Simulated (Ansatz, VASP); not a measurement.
# One calculation of SiC, two programs

Contents of INCAR:

```
PREC     = Accurate       # precision mode
ENCUT    = 520            # plane-wave cutoff, eV
EDIFF    = 1E-7           # SCF threshold, eV
ISMEAR   = 0              # smearing method
SIGMA    = 0.05           # smearing width, eV
LREAL    = F              # projectors in reciprocal space
LASPH    = T              # aspherical terms in the spheres
NELM     = 100            # most SCF steps
ALGO     = Normal         # electronic algorithm
ISIF     = 2              # what is computed and relaxed
LWAVE    = F              # write WAVECAR
LCHARG   = T              # write CHGCAR
LELF     = T              # ELF
LVHAR    = T            
NBANDS   = 26             # bands
```

The input KPOINTS:

```
Automatic mesh
0
Gamma
  10 6 6
```

File POSCAR:

```
SiC
1.0
   -3.0561890844      0.0000000000      0.0000000000
    0.0000000000      0.0000000000     -5.0161734138
    0.0000000000     -5.2934747717      0.0000000000
Si C
4 4
Direct
    0.5000000000      0.9953958738      0.1666666667
    0.0000000000      0.9953958738      0.6666666667
    0.0000000000      0.4953958738      0.3333333333
    0.5000000000      0.4953958738      0.8333333333
    0.5000000000      0.6196041262      0.1666666667
    0.0000000000      0.6196041262      0.6666666667
    0.0000000000      0.1196041262      0.3333333333
    0.5000000000      0.1196041262      0.8333333333
```

Input for Ansatz:

```yaml
crystal:
  lattice:
    - [-3.0561890844, 0.0, 0.0]
    - [0.0, 0.0, -5.0161734138]
    - [0.0, -5.2934747717, 0.0]
  atoms:
    - { symbol: Si, position: [0.5, 0.9953958738, 0.1666666667] }
    - { symbol: Si, position: [0.0, 0.9953958738, 0.6666666667] }
    - { symbol: Si, position: [0.0, 0.4953958738, 0.3333333333] }
    - { symbol: Si, position: [0.5, 0.4953958738, 0.8333333333] }
    - { symbol: C, position: [0.5, 0.6196041262, 0.1666666667] }
    - { symbol: C, position: [0.0, 0.6196041262, 0.6666666667] }
    - { symbol: C, position: [0.0, 0.1196041262, 0.3333333333] }
    - { symbol: C, position: [0.5, 0.1196041262, 0.8333333333] }
basis:
  ecutwfc: 520.0
kpoints:
  mp_grid: { grid: [10, 6, 6] }
hamiltonian:
  xc: lda
  pseudopotentials: { kind: paw, azcp: { folder: soft_1 } }
scf:
  occupations: { method: gaussian, width: 0.05 }
output:
  forces: true
  stress: true
  eigenvalues: true
  write_density: true
  write_potential: true
  elf: true
  volumetric_format: npy
```

Alike in both runs: task single point; functional LDA; k mesh 10 × 6 × 6; occupations gaussian, width 0.05 eV; no spin polarisation.

```csv
,VASP,Ansatz
version,VASP 6.6.1,Ansatz 0.2.0
potentials or method,"VASP PAW LDA potentials, release 64 (Si, C), cutoff 520 eV","scalar-relativistic, plane waves, PAW"
valence electrons in the cell,32,32
```

```tsv
	VASP	Ansatz	Ansatz less VASP
gap on the k mesh at the Fermi level (eV)	2.16	2.17	+0.015
least direct gap on the mesh (eV)	2.71	2.72	+0.010
pressure (GPa)	0.4	0.0	-0.41
```

Ansatz warns that its potentials were made for another functional, while VASP's fit it. LDA's correlation is that of Perdew and Zunger in VASP and of Perdew and Wang (1992) in Ansatz.
